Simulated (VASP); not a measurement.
Set up this calculation in VASP 6.6.1, as the native input.

```yaml
Task: single point
Functional: r2SCAN
Potentials_or_basis: VASP PAW PBE potentials, release 64 (Si, C)
Cutoff: 520 eV
k_mesh: 12 × 12 × 12
Occupations: gaussian, width 0.05 eV
Spin: no spin polarisation
Dipole_correction: no
Further_INCAR_settings: ALGO = Normal; EDIFF = 1e-07; NBANDS = 11
```

SiC:

```
Si C
1.0
     0.00000    2.00008    2.17400
     2.00008    0.00000    2.17400
     2.00008    2.00008    0.00000
Si C
1 1
Direct
  0.00000 0.00000 0.00000
  0.75000 0.75000 0.75000
```

This cell differs from its parent crystal: strain -0.080 along x and y, +0.000 along z.

One way to write it, as run:

POSCAR

```
SiC
1.0
    0.0000000000      2.0000800000      2.1740000000
    2.0000800000      0.0000000000      2.1740000000
    2.0000800000      2.0000800000      0.0000000000
Si C
1 1
Direct
    0.0000000000      0.0000000000      0.0000000000
    0.7500000000      0.7500000000      0.7500000000
```

INCAR.step1

```
SYSTEM = SiC
ALGO = Normal
EDIFF = 1E-4
ENCUT = 520
GGA = PE
ISMEAR = 0
LASPH = .True.
LCHARG = .False.
LREAL = .False.
LWAVE = .True.
NBANDS = 11
NELM = 100
PREC = Accurate
SIGMA = 0.05
```

INCAR.step2

```
SYSTEM = SiC
ALGO = Normal
EDIFF = 1E-7
ENCUT = 520
ISIF = 2
ISMEAR = 0
ISTART = 1
LASPH = .True.
LCHARG = .False.
LMIXTAU = .True.
LREAL = .False.
LWAVE = .False.
METAGGA = R2SCAN
NBANDS = 11
NELM = 100
PREC = Accurate
SIGMA = 0.05
```

KPOINTS

```
k-points
0
Gamma
  12 12 12
  0 0 0
```

Potentials or basis: VASP PAW PBE potentials, release 64 (Si, C).

The run is started by

```bash
$ cat potpaw_PBE.64/Si/POTCAR potpaw_PBE.64/C/POTCAR > POTCAR
$ cp INCAR.step1 INCAR
$ mpirun -np 1 vasp_std > vasp.out
$ cp INCAR.step2 INCAR
$ mpirun -np 1 vasp_std > vasp.out
```

Results of the run:

```yaml
Pressure: 53.2 GPa
Band_gap_on_the_k_mesh: 1.05 eV, indirect (least direct gap 5.16 eV)
```

Caveat: the cell differs from its parent crystal (strain -0.080 along x and y, +0.000 along z); the PAW data sets were made with another functional, which shifts forces and pressure a little.

It took 5.9 min on 1 thread of AMD EPYC 7R43 64-Core Processor (Zen 3), with other jobs on the host, peak memory 0.12 GiB.
